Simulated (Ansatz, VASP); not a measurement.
CaSe: VASP beside Ansatz

```
CELL_PARAMETERS angstrom
0.00000 3.08891 2.96754
3.08891 0.00000 2.96754
3.08891 3.08891 0.00000
ATOMIC_POSITIONS crystal
Ca 0.00000 0.00000 0.00000
Se 0.50000 0.50000 0.50000
```

Change from the starting cell: biaxial_xy strain +4.1%.

Alike in both runs: task single point; functional r2SCAN; k mesh 8 × 8 × 8; no spin polarisation.

|  | VASP | Ansatz |
| --- | --- | --- |
| version | VASP 6.6.1 | Ansatz 0.2.0 |
| potentials or method | VASP PAW PBE potentials, release 64 (Ca_sv, Se) | plane waves, PAW |
| plane-wave cutoff (eV) | 520 | 500 |
| occupations | gaussian, width 0.01 eV | fixed |
| valence electrons in the cell | 16 | 26 |

```tsv
	VASP	Ansatz	Ansatz less VASP
gap on the k mesh at the Fermi level (eV)	2.66	2.66	-0.002
pressure (GPa)	-3.2	-3.4	-0.17
traceless stress, the component that is largest in VASP (GPa)	1.88	1.82	-0.059
```

VASP's potentials were made for PBE, not for r2SCAN. VASP's potentials hold 16 valence electrons a cell and Ansatz's 26, so a difference there can come from the potentials and not from the codes.
